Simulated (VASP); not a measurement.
Wanted: the native input for a VASP 6.6.1 run.

```yaml
Task: single point
Functional: PBE
Potentials_or_basis: VASP PAW PBE potentials, release 64 (Hg, O)
Cutoff: 600 eV
k_mesh: 6 × 6 × 4
Occupations: gaussian, width 0.1 eV
Spin: no spin polarisation
Dipole_correction: no
Further_INCAR_settings: ALGO = Normal; EDIFF = 1e-06; NBANDS = 52
```

The structure of Hg3O lies in POSCAR:

```
Hg3O
1.0
    4.2773250205      0.0000000000      0.0000000000
    0.0000000000      4.2773250205      0.0000000000
    0.0000000000      0.0000000000      8.5546500410
Hg O
6 2
Direct
    0.0000000000      0.5000000000      0.2500000000
    0.0000000000      0.5000000000      0.7500000000
    0.5000000000      0.0000000000      0.2500000000
    0.5000000000      0.0000000000      0.7500000000
    0.5000000000      0.5000000000      0.0000000000
    0.5000000000      0.5000000000      0.5000000000
    1.0000000000      0.0000000000      0.5000000000
    0.0000000000      0.0000000000      0.0000000000
```

These files were run (other wordings do the same):

INCAR

```
SYSTEM = Hg3O
PREC = Accurate
ENCUT = 600
EDIFF = 1E-6
ISMEAR = 0
SIGMA = 0.1
LREAL = .False.
LASPH = .True.
NELM = 120
ALGO = Normal
ISIF = 2
LWAVE = .False.
LCHARG = .True.
GGA = PE
LELF = .True.
LVHAR = .True.
NBANDS = 52
GGA_COMPAT = .False.
```

KPOINTS

```
Automatic mesh
0
Gamma
  6 6 4
  0 0 0
```

Potentials or basis: VASP PAW PBE potentials, release 64 (Hg, O).

Run with:

```console
$ cat potpaw_PBE.64/Hg/POTCAR potpaw_PBE.64/O/POTCAR > POTCAR
$ mpirun -np 1 vasp_std > vasp.out
```

Results of the run:

```json
{
 "Pressure": "0.3 GPa",
 "Band gap on the k mesh": "zero (bands 42 and 43 overlap by 2.72 eV)"
}
```

Caveat: spin-orbit coupling is left out, which moves the levels of the heavy elements.

Run time: 11 min on 1 thread of Intel Xeon 8259CL (shared host), peak memory 0.42 GiB.
